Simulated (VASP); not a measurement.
Write the native input for VASP 6.6.1 that does the following.

```yaml
Task: electric field gradients
Functional: PBEsol
Potentials_or_basis: VASP PAW PBE potentials, release 64 (Li_sv, O)
Cutoff: 650 eV
k_mesh: 9 × 9 × 9
Occupations: fermi-dirac, width 0.03 eV
Spin: no spin polarisation
Dipole_correction: no
Further_INCAR_settings: ALGO = Normal; EDIFF = 1e-08; NBANDS = 13
```

The structure of Li2O lies in POSCAR:

```
Li2O
1.0
    0.0000000000      2.2623541181      2.2623541181
    2.2623541181      0.0000000000      2.2623541181
    2.2623541181      2.2623541181      0.0000000000
Li O
2 1
Direct
    0.2500000000      0.2500000000      0.2500000000
    0.7500000000      0.7500000000      0.7500000000
    0.0000000000      0.0000000000      0.0000000000
```

These files were run (other wordings do the same):

INCAR

```
  ALGO = Normal
  EDIFF = 1E-8
  ENCUT = 650
  GGA = PS
  GGA_COMPAT = False
  ISIF = 2
  ISMEAR = -1
  LASPH = True
  LCHARG = False
  LEFG = True
  LREAL = False
  LWAVE = False
  NBANDS = 13
  NELM = 120
  PREC = Accurate
  SIGMA = 0.03
```

KPOINTS

```
k-points
0
Gamma
  9 9 9
```

Potentials or basis: VASP PAW PBE potentials, release 64 (Li_sv, O).

Run with:

```bash
$ cat potpaw_PBE.64/Li_sv/POTCAR potpaw_PBE.64/O/POTCAR > POTCAR
$ mpirun -np 1 vasp_std > vasp.out
```

Results of the run:

The pressure is 3.2 GPa, the band gap on the k mesh is 5.04 eV (least direct gap 5.63 eV) and the largest electric field gradient by atom is zero within the noise of the run.

Caveat: the cell stands under pressure; the PAW data sets were made with another functional, which shifts forces and pressure a little; an odd mesh through Γ misses points on the zone boundary, where band edges can lie.

It took 8.6 s on 1 thread of Intel(R) Xeon(R) 6975P-C (Granite Rapids), with other jobs on the host, peak memory 0.15 GiB.
